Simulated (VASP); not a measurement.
A run of VASP 6.6.1:

INCAR

```
SYSTEM = Be
PREC = Accurate
ENCUT = 600
EDIFF = 1E-6
ISMEAR = -1
SIGMA = 0.08
LREAL = .FALSE.
LASPH = .TRUE.
NELM = 100
ALGO = Normal
ISIF = 3
LWAVE = .FALSE.
LCHARG = .FALSE.
GGA = PE
IBRION = 2
NSW = 32
EDIFFG = -0.005
PSTRESS = -13.0
```

KPOINTS

```
regular mesh
0
G
  20 20 20
  0 0 0
```

The input POSCAR:

```
Be
1.0
   -2.1220829979      2.1220829979      1.0598459334
    2.1220829979     -2.1220829979      1.0598459334
    2.1220829979      2.1220829979     -1.0598459334
Be
2
Direct
   -0.3750000000     -0.1250000000     -0.2500000000
    0.3750000000      0.1250000000      0.2500000000
```

Potentials or basis: VASP PAW PBE potentials, release 64 (Be).

The run is started by

```console
$ cat potpaw_PBE.64/Be/POTCAR > POTCAR
$ mpirun -np 1 vasp_std > vasp.out
```

Hardware: 1 thread of Intel(R) Xeon(R) 6975P-C (Granite Rapids), with other jobs on the host.

**Question.** Estimate the wall time of this run.

**Answer.** It took 47 s on 1 thread of Intel(R) Xeon(R) 6975P-C (Granite Rapids) (shared host), peak memory 0.21 GiB. Counts: scf iterations 11, k points 641, ion steps 2.
